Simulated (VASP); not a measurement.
Write the native input for VASP 6.6.1 that does the following.

```
Task                   : band structure
Functional             : TB-mBJ
Potentials or basis    : VASP PAW PBE potentials, release 64 (In_d, P)
Cutoff                 : 410 eV
k mesh                 : 7 × 7 × 7
Occupations            : gaussian, width 0.03 eV
Spin                   : no spin polarisation
Tolerance level        : standard
Purpose                : bands
Route                  : KPOINTS_OPT
Further INCAR settings : LASPH = False; ALGO = Normal; EDIFF = 1e-06; NBANDS = 11
```

Crystal: InP.

```xyz
2
Lattice="0.0000 2.9305 2.9305 2.9305 0.0000 2.9305 2.9305 2.9305 0.0000" Properties=species:S:1:pos:R:3 pbc="T T T"
In    0.0000    0.0000    0.0000
P     4.3957    4.3957    4.3957
```

These files were run (other wordings do the same):

POSCAR

```
InP
1.0
    0.0000000000      2.9305000000      2.9305000000
    2.9305000000      0.0000000000      2.9305000000
    2.9305000000      2.9305000000      0.0000000000
In P
1 1
Direct
    0.0000000000      0.0000000000      0.0000000000
    0.7500000000      0.7500000000      0.7500000000
```

INCAR.step1

```
SYSTEM = InP
ISMEAR   = 0              ! smearing method
SIGMA    = 0.03           ! smearing width, eV
LWAVE    = .TRUE.         ! write WAVECAR
LCHARG   = .FALSE.        ! write CHGCAR
NBANDS   = 11             ! bands
PREC     = Accurate       ! precision mode
LASPH    = .FALSE.        ! aspherical terms in the spheres
LREAL    = .FALSE.        ! projectors in reciprocal space
ALGO     = Normal         ! electronic algorithm
EDIFF    = 1E-5           ! SCF threshold, eV
NELM     = 120            ! most SCF steps
GGA_COMPAT= .FALSE.      
ENCUT    = 410            ! plane-wave cutoff, eV
EFERMI   = MIDGAP       
GGA      = PE             ! functional
```

INCAR.step2

```
SYSTEM = InP
METAGGA  = MBJ            ! meta-GGA
ISMEAR   = 0              ! smearing method
SIGMA    = 0.03           ! smearing width, eV
LWAVE    = .FALSE.        ! write WAVECAR
LCHARG   = .FALSE.        ! write CHGCAR
NBANDS   = 11             ! bands
PREC     = Accurate       ! precision mode
LASPH    = .FALSE.        ! aspherical terms in the spheres
LREAL    = .FALSE.        ! projectors in reciprocal space
ALGO     = Normal         ! electronic algorithm
EDIFF    = 1E-6           ! SCF threshold, eV
NELM     = 120            ! most SCF steps
GGA_COMPAT= .FALSE.      
ENCUT    = 410            ! plane-wave cutoff, eV
EFERMI   = MIDGAP       
LMIXTAU  = .TRUE.       
ISTART   = 1
```

KPOINTS

```
Automatic mesh
0
Gamma
  7 7 7
  0 0 0
```

KPOINTS_OPT

```
path GXWKGLUWLK,UX
5
line-mode
reciprocal
 0.0000000000  0.0000000000  0.0000000000  G
 0.5000000000  0.0000000000  0.5000000000  X

 0.5000000000  0.0000000000  0.5000000000  X
 0.5000000000  0.2500000000  0.7500000000  W

 0.5000000000  0.2500000000  0.7500000000  W
 0.3750000000  0.3750000000  0.7500000000  K

 0.3750000000  0.3750000000  0.7500000000  K
 0.0000000000  0.0000000000  0.0000000000  G

 0.0000000000  0.0000000000  0.0000000000  G
 0.5000000000  0.5000000000  0.5000000000  L

 0.5000000000  0.5000000000  0.5000000000  L
 0.6250000000  0.2500000000  0.6250000000  U

 0.6250000000  0.2500000000  0.6250000000  U
 0.5000000000  0.2500000000  0.7500000000  W

 0.5000000000  0.2500000000  0.7500000000  W
 0.5000000000  0.5000000000  0.5000000000  L

 0.5000000000  0.5000000000  0.5000000000  L
 0.3750000000  0.3750000000  0.7500000000  K

 0.6250000000  0.2500000000  0.6250000000  U
 0.5000000000  0.0000000000  0.5000000000  X
```

Potentials or basis: VASP PAW PBE potentials, release 64 (In_d, P).

Command:

```bash
$ cat potpaw_PBE.64/In_d/POTCAR potpaw_PBE.64/P/POTCAR > POTCAR
$ cp INCAR.step1 INCAR
$ mpirun -np 1 vasp_std > vasp.out
$ cp INCAR.step2 INCAR
$ mpirun -np 1 vasp_std > vasp.out
```

It gave:

```json
{
 "Band gap on the k mesh": "1.67 eV",
 "Band gap along the path": "1.67 eV"
}
```

Caveat: spin-orbit coupling is left out, which moves the levels of the heavy elements.

It took 44 s on 1 thread of Intel(R) Xeon(R) Platinum 8375C CPU @ 2.90GHz (Ice Lake), with other jobs on the host, peak memory 0.17 GiB.
